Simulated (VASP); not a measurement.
Runs of VASP 6.6.1 on Al5H. The structure is that of space group P4mm (No. 99), or close to it. The cells are those of the table. 

```tsv
task	cell	k mesh	cutoff (eV)	gap on the mesh (eV)	pressure (GPa)	relaxed volume (Å³/atom)	largest force (eV/Å)
single point	a = 4.092, b = 4.092, c = 6.122 Å, 6 atoms	6 × 6 × 4	520	none	0.0	-	0.01
relaxation of cell and atoms	relaxed from a = 4.092, b = 4.092, c = 6.122 Å, 6 atoms	10 × 10 × 6	600	none	0.0	17.12	0.01
single point	a = 4.101, b = 4.101, c = 6.105 Å, 6 atoms	10 × 10 × 6	520	none	0.0	-	-
single point	a = 3.531, b = 3.531, c = 7.179 Å, 6 atoms	6 × 6 × 4	520	none	(a)	-	5.62
relaxation of cell and atoms	relaxed from a = 3.531, b = 3.531, c = 7.179 Å, 6 atoms	6 × 6 × 4	600	none	-0.1	17.11	0.01
```

Alike in all rows: level PBE; potentials or basis VASP PAW PBE potentials, release 64 (Al, H); no spin polarisation; smearing gaussian 0.1 eV.

Fill in the values left out.

(a) 32.8.

Caveats: forces of over 1 eV/Å act on the atoms, so gaps and moduli don't describe the material at rest (some runs).

A gap of «none» marks levels without a gap at the run's occupations.
